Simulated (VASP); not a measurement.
The system is TiO2.

```
CELL_PARAMETERS angstrom
2.70603 -2.70666 0.00000
2.70603 2.70666 0.00000
-2.63353 0.00000 4.79664
ATOMIC_POSITIONS crystal
Ti 0.86589 0.13411 0.75000
Ti 0.13411 0.86589 0.25000
O 0.08876 0.33122 0.16715
O 0.91124 0.66878 0.83285
O 0.66878 0.91124 0.33285
O 0.33122 0.08876 0.66715
```

Base run:

* Program: VASP 6.6.1
* Functional: PBE
* Potentials or basis: VASP PAW PBE potentials, release 64 (Ti_sv, O)
* Cutoff: 520 eV
* k mesh: 8 × 8 × 6
* Occupations: fermi-dirac, width 0.05 eV
* Spin: no spin polarisation
* Hubbard terms: Ti d U = 6.0 eV

Its results: band gap on the k mesh 2.92 eV (least direct gap 3.30 eV); pressure 9.2 GPa; largest force 0.351 eV/Å.

The run is repeated on the same cell with these changes: k mesh from 8 × 8 × 6 to 6 × 6 × 5; hubbard terms from Ti d U = 6.0 eV to none. What comes out?

Band gap on the k mesh 2.05 eV (least direct gap 2.39 eV); pressure -1.0 GPa; largest force 0.106 eV/Å.

Several settings changed at once.

Caveats: the cell stands under pressure (at least some runs).

A k mesh can miss the band edges.
